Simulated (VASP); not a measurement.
# PtSe2 (P-3m1) in VASP: single point with PBEsol

Aim: the single point of PtSe2 with PBEsol.

Program: VASP 6.6.1. These are calculated values, not measurements. Logs are shortened: lines on timing, memory, paths and dates and some standing lists are left out, and cuts for length are marked.

## Step 1: The cell of the first run

The structure is trigonal, space group P-3m1 (No. 164). The conventional cell has a = 3.761 Å, b = 3.761 Å, c = 4.717 Å, α = 90.00°, β = 90.00°, γ = 120.00°. Pt (site symmetry -3m) has 6 Se at 2.50 Å within 3.3 Å. Se (site symmetry 3m) has 3 Pt at 2.50 Å and 6 Se at 3.13 to 3.28 Å within 3.3 Å.

## Step 2: Single point, PBEsol

Contents of INCAR:

```
SYSTEM = PtSe2
PREC = Accurate
ENCUT = 520
EDIFF = 1E-7
ISMEAR = 0
SIGMA = 0.15
LREAL = .False.
LASPH = .True.
NELM = 80
ALGO = Normal
ISIF = 2
LWAVE = .False.
LCHARG = .True.
GGA = PS
LELF = .True.
LVHAR = .True.
ISYM = 0
NBANDS = 18
```

Contents of KPOINTS:

```
regular mesh
0
Gamma
  12 12 10
  0 0 0
```

Contents of POSCAR:

```
PtSe2
1.0
    3.7607249071      0.0000000000      0.0000000000
   -1.8803624535      3.2568833062      0.0000000000
    0.0000000000      0.0000000000      4.7174110008
Pt Se
1 2
Direct
    0.0000000000      0.0000000000      0.0000000000
    0.3333333333      0.6666666667      0.2606754608
    0.6666666667      0.3333333333      0.7393245392
```

Potentials or basis: VASP PAW PBE potentials, release 64 (Pt, Se).

On the command line:

```bash
cat potpaw_PBE.64/Pt/POTCAR potpaw_PBE.64/Se/POTCAR > POTCAR
mpirun -np 1 vasp_std > vasp.out
```

OUTCAR:

```text
SYSTEM = PtSe2
   PREC = Accurate
   ENCUT = 520
   EDIFF = 1E-7
   ISMEAR = 0
   LREAL = .False.
   LASPH = .True.
   NELM = 80
   ISIF = 2
   GGA = PS
   ISYM = 0

 ion  position               nearest neighbor table
   1  0.000  0.000  0.000-   2 2.50   3 2.50   2 2.50   3 2.50   3 2.50   2 2.50
   2  0.333  0.667  0.261-   1 2.50   1 2.50   1 2.50
   3  0.667  0.333  0.739-   1 2.50   1 2.50   1 2.50

IMPORTANT INFORMATION: All symmetrisations will be switched off!
NOSYMM: (Re-)initialisation of all symmetry stuff for point group C_1.

----------------------------------------------------------------------------------------

                                     Primitive cell

  volume of cell :      57.7800

  direct lattice vectors                    reciprocal lattice vectors
     3.760724907  0.000000000  0.000000000     0.265906182  0.153521006  0.000000000
    -1.880362454  3.256883306  0.000000000     0.000000000  0.307042011  0.000000000
     0.000000000  0.000000000  4.717411001     0.000000000  0.000000000  0.211980682

  length of vectors
     3.760724907  3.760724907  4.717411001     0.307042011  0.307042011  0.211980682

  position of ions in fractional coordinates (direct lattice)
     0.000000000  0.000000000  0.000000000
     0.333333333  0.666666667  0.260675461
     0.666666667  0.333333333  0.739324539

  ion indices of the primitive-cell ions
   primitive index   ion index
                 1           1
                 2           2
                 3           3

----------------------------------------------------------------------------------------

 KPOINTS: regular mesh

Automatic generation of k-mesh.
 Grid dimensions read from file:
 generate k-points for:   12   12   10

 Generating k-lattice:

  Cartesian coordinates                     Fractional coordinates (reciprocal lattice)
     0.022158848  0.012793417  0.000000000     0.083333333  0.000000000  0.000000000
     0.000000000  0.025586834  0.000000000     0.000000000  0.083333333  0.000000000
     0.000000000  0.000000000  0.021198068     0.000000000  0.000000000  0.100000000

  Length of vectors
     0.025586834  0.025586834  0.021198068

  Shift w.r.t. Gamma in fractional coordinates (k-lattice)
     0.000000000  0.000000000  0.000000000

 Subroutine IBZKPT returns following result:
 ===========================================

 Found    724 irreducible k-points:

 Following reciprocal coordinates:
            Coordinates               Weight
  0.000000  0.000000  0.000000      1.000000
  0.083333 -0.000000  0.000000      2.000000
  0.000000  0.083333  0.000000      2.000000
 -0.083333  0.083333  0.000000      2.000000
  0.166667 -0.000000  0.000000      2.000000
  0.000000  0.166667  0.000000      2.000000
[... 16 lines left out ...]
  0.166667  0.083333  0.000000      2.000000
 -0.083333  0.250000  0.000000      2.000000
 [... further k-points ...]
   k-points           NKPTS =    724   k-points in BZ     NKDIM =    724   number of bands    NBANDS=     18
   number of dos      NEDOS =    301   number of ions     NIONS =      3
   total plane-waves  NPLWV =  28224
   dimension x,y,z NGX =    28 NGY =   28 NGZ =   36
   dimension x,y,z NGXF=    56 NGYF=   56 NGZF=   72
   ions per type =               1   2
   NGX,Y,Z   is equivalent  to a cutoff of  12.38, 12.38, 12.69 a.u.
   NGXF,Y,Z  is equivalent  to a cutoff of  24.76, 24.76, 25.37 a.u.
 SYSTEM =  PtSe2
   PREC   = accura    normal or accurate (medium, high low for compatibility)
   ISTART =      0    job   : 0-new  1-cont  2-samecut
   ICHARG =      2    charge: 1-file 2-atom 10-const
   ISPIN  =      1    spin polarized calculation?
   LNONCOLLINEAR =      F non collinear calculations
   LSORBIT =      F    spin-orbit coupling
   LASPH  =      T    aspherical Exc in radial PAW
   ENCUT  =  520.0 eV  38.22 Ry    6.18 a.u.   6.99  6.99  8.77*2*pi/ulx,y,z
   NELM   =     80;   NELMIN=  2; NELMDL= -5     # of ELM steps
   EDIFF  = 0.1E-06   stopping-criterion for ELM
   LREAL  =      F    real-space projection
   EDIFFG = 0.1E-05   stopping-criterion for IOM
   NSW    =      0    number of steps for IOM
   IBRION =     -1    ionic relax: 0-MD 1-quasi-New 2-CG
   NFREE  =      0    steps in history (QN), initial steepest desc. (CG)
   ISIF   =      2    stress and relaxation
   ISYM   =      0    0-nonsym 1-usesym 2-fastsym
   POTIM  = 0.5000    time-step for ionic-motion
   TEBEG  =    0.0;   TEEND  =   0.0 temperature during run
   PSTRESS=    0.0 pullay stress
   NELECT =      22.0000    total number of electrons
   NUPDOWN=      -1.0000    fix difference up-down
   EMIN   =  10.00;   EMAX   =-10.00  energy-range for DOS
   EFERMI =   0.00;   METHOD = LEGACY
   ISMEAR =     0;   SIGMA  =   0.15  broadening in eV -4-tet -1-fermi 0-gaus
   EFERMI_NEDOS =   21; number of points for ismear=-14 and -15
   IALGO  =     38    algorithm
   IMIX   =      4    mixing-type and parameters
     AMIX     =   0.40;   BMIX     =  1.00
     AMIX_MAG =   1.60;   BMIX_MAG =  1.00
  volume/ion in A,a.u.               =      19.26       129.97
  Fermi-wavevector in a.u.,A,eV,Ry     =   1.186561  2.242274 19.155995  1.407926
  Thomas-Fermi vector in A             =   2.322731
   LORBIT       =      0    0 simple, 1 ext, 2 COOP (PROOUT), +10 PAW based schemes
   GGA     = PS    functional components
   LHFCALC =     F    Hartree Fock is set to
   AEXX    =    0.0000 exact exchange contribution
   IVDW    =     0    specifies the selected vdW correction
   LEPSILON=     F    determine dielectric tensor
   LRPA    =     F    only Hartree local field effects (RPA)
 non-spin polarized calculation
 Gauss-broadening in eV      SIGMA  =   0.15
  energy-cutoff  :      520.00
  volume of cell :       57.78
 maximum number of plane-waves:      1575
   NGX = 13   NGY = 13   NGZ = 17

 number of electron      21.9999997 magnetization

 Free energy of the ion-electron system (eV)
  ---------------------------------------------------
  ext. energy  EPLUGINS =         0.00000000
  ---------------------------------------------------
  free energy    TOTEN  =       -15.88840337 eV

  energy without entropy =      -15.87928730  energy(sigma->0) =      -15.88384534

 E-fermi :   6.9707     XC(G=0): -11.1166

 val. band max:        6.9557523202   @ k =   0.0000  -0.0833   0.1000
 cond. band min:       6.9799028228   @ k =   0.3333   0.3333   0.0000
 fundamental gap:      0.0241505026
 Fermi energy:         6.9707152281

 k-point     1 :       0.0000    0.0000    0.0000
  band No.  band energies     occupation
      1      -9.0196      2.00000
      2      -5.6214      2.00000
      3      -0.3676      2.00000
      4       0.3530      2.00000
      5       0.3530      2.00000
      6       2.9878      2.00000
[... 10 lines left out ...]
     17      14.0801      0.00000
     18      18.5566      0.00000

 k-point     2 :       0.0833   -0.0000    0.0000
  band No.  band energies     occupation
      1      -8.9410      2.00000
      2      -5.6779      2.00000
      3      -0.2731      2.00000
      4       0.4062      2.00000
      5       0.4414      2.00000
      6       2.8836      2.00000
[... 10 lines left out ...]
     17      14.3185      0.00000
     18      17.4926      0.00000

 k-point     3 :       0.0000    0.0833    0.0000
  band No.  band energies     occupation
      1      -8.9410      2.00000
      2      -5.6779      2.00000
      3      -0.2731      2.00000
      4       0.4062      2.00000
      5       0.4414      2.00000
      6       2.8836      2.00000
[... 10 lines left out ...]
     17      14.3185      0.00000
     18      17.4926      0.00000

 k-point     4 :      -0.0833    0.0833    0.0000
  band No.  band energies     occupation
      1      -8.9410      2.00000
      2      -5.6779      2.00000
      3      -0.2731      2.00000
      4       0.4062      2.00000
      5       0.4414      2.00000
      6       2.8836      2.00000
[... 10 lines left out ...]
     17      14.3185      0.00000
     18      17.4926      0.00000

 k-point     5 :       0.1667   -0.0000    0.0000
  band No.  band energies     occupation
      1      -8.7122      2.00000
      2      -5.8319      2.00000
      3      -0.0028      2.00000
      4       0.5572      2.00000
      5       0.6871      2.00000
      6       2.4815      2.00000
[... 10 lines left out ...]
     17      14.9070      0.00000
     18      16.1310      0.00000

 k-point     6 :       0.0000    0.1667    0.0000
  band No.  band energies     occupation
      1      -8.7122      2.00000
      2      -5.8319      2.00000
      3      -0.0028      2.00000
      4       0.5572      2.00000
      5       0.6871      2.00000
      6       2.4815      2.00000
[... 10 lines left out ...]
     17      14.9070      0.00000
     18      16.1310      0.00000

 k-point     7 :      -0.1667    0.1667    0.0000
  band No.  band energies     occupation
      1      -8.7122      2.00000
      2      -5.8319      2.00000
      3      -0.0028      2.00000
      4       0.5572      2.00000
      5       0.6871      2.00000
      6       2.4815      2.00000
[... 10 lines left out ...]
     17      14.9070      0.00000
     18      16.1310      0.00000

 k-point     8 :       0.2500   -0.0000    0.0000
  band No.  band energies     occupation
      1      -8.3555      2.00000
      2      -6.0505      2.00000
      3       0.3866      2.00000
      4       0.7754      2.00000
      5       0.9917      2.00000
      6       1.7694      2.00000
[... 10 lines left out ...]
     17      15.1290      0.00000
     18      15.3253      0.00000
[... 229 lines left out ...]
     17      14.1404      0.00000
     18      18.0948      0.00000

 k-point    20 :       0.0833    0.0833    0.0000
  band No.  band energies     occupation
      1      -8.7873      2.00000
      2      -5.7826      2.00000
      3      -0.0914      2.00000
      4       0.5126      2.00000
      5       0.6049      2.00000
      6       2.7293      2.00000
[... 10 lines left out ...]
     17      14.8304      0.00000
     18      16.3211      0.00000

 k-point    21 :      -0.0833    0.1667    0.0000
  band No.  band energies     occupation
      1      -8.7873      2.00000
      2      -5.7826      2.00000
      3      -0.0914      2.00000
      4       0.5126      2.00000
      5       0.6049      2.00000
      6       2.7293      2.00000
[... 10 lines left out ...]
     17      14.8304      0.00000
     18      16.3211      0.00000

 k-point    22 :      -0.1667    0.0833    0.0000
  band No.  band energies     occupation
      1      -8.7873      2.00000
      2      -5.7826      2.00000
      3      -0.0914      2.00000
      4       0.5126      2.00000
      5       0.6049      2.00000
      6       2.7293      2.00000
[... 10 lines left out ...]
     17      14.8304      0.00000
     18      16.3211      0.00000

 k-point    23 :       0.1667    0.0833    0.0000
  band No.  band energies     occupation
      1      -8.4944      2.00000
      2      -5.9657      2.00000
      3       0.2374      2.00000
      4       0.7126      2.00000
      5       0.8856      2.00000
      6       2.1118      2.00000
[... 10 lines left out ...]
     17      15.2529      0.00000
     18      15.6352      0.00000

 k-point    24 :      -0.0833    0.2500    0.0000
  band No.  band energies     occupation
      1      -8.4944      2.00000
      2      -5.9657      2.00000
      3       0.2374      2.00000
      4       0.7126      2.00000
      5       0.8856      2.00000
      6       2.1118      2.00000
[... 10 lines left out ...]
     17      15.2529      0.00000
     18      15.6352      0.00000

 [... further k-points ...]
[... 5 lines left out ...]
  --------------------------------------------------------------------------------------
  -------------------------------------------------------------------------------------
  Total        1.1359408      1.1359429      1.3653668      0.0000023      0.0000008     -0.0000008
  in kB       31.4984220     31.4984815     37.8601586      0.0000634      0.0000212     -0.0000224
  external PRESSURE =      33.6190207 kB  Pullay stress =       0.0000000 kB

 VOLUME and BASIS-vectors are now :
 -----------------------------------------------------------------------------
  energy-cutoff  :      520.00
  volume of cell :       57.78
      direct lattice vectors                 reciprocal lattice vectors
     3.760724907  0.000000000  0.000000000     0.265906182  0.153521006  0.000000000
    -1.880362454  3.256883306  0.000000000     0.000000000  0.307042011  0.000000000
     0.000000000  0.000000000  4.717411001     0.000000000  0.000000000  0.211980682

 POSITION                                       TOTAL-FORCE (eV/Angst)
 -----------------------------------------------------------------------------------
      0.00000      0.00000      0.00000         0.000000      0.000000     -0.000000
     -0.00000      2.17126      1.22971        -0.000000     -0.000000      0.390915
      1.88036      1.08563      3.48770         0.000000     -0.000000     -0.390915
 -----------------------------------------------------------------------------------
    total drift:                               -0.000000      0.000000     -0.000000

  FREE ENERGIE OF THE ION-ELECTRON SYSTEM (eV)
  ---------------------------------------------------
  free  energy   TOTEN  =       -15.8884033727 eV

  energy  without entropy=      -15.8792873001  energy(sigma->0) =      -15.88384534
```

Wall time 10 min (1 thread of Intel Xeon 8259CL, shared host); peak memory 0.79 GiB.

Results:

```yaml
Free_energy: -15.8884 eV
Pressure: 3.4 GPa
Largest_force: 0.391 eV/Å
Band_gap_on_the_k_mesh: zero (bands 11 and 12 overlap by 0.88 eV)
```

Forces in eV/Å, atoms in the order of the input:
```
Pt   0.000  0.000  0.000
Se   0.000  0.000  0.391
Se   0.000  0.000 -0.391
```

Caveat: the cell stands under pressure; the PAW data sets were made with another functional, which shifts forces and pressure a little; spin-orbit coupling is left out, which moves the levels of the heavy elements.

The gap in the log of VASP goes by the Fermi energy; the results here count the filled bands.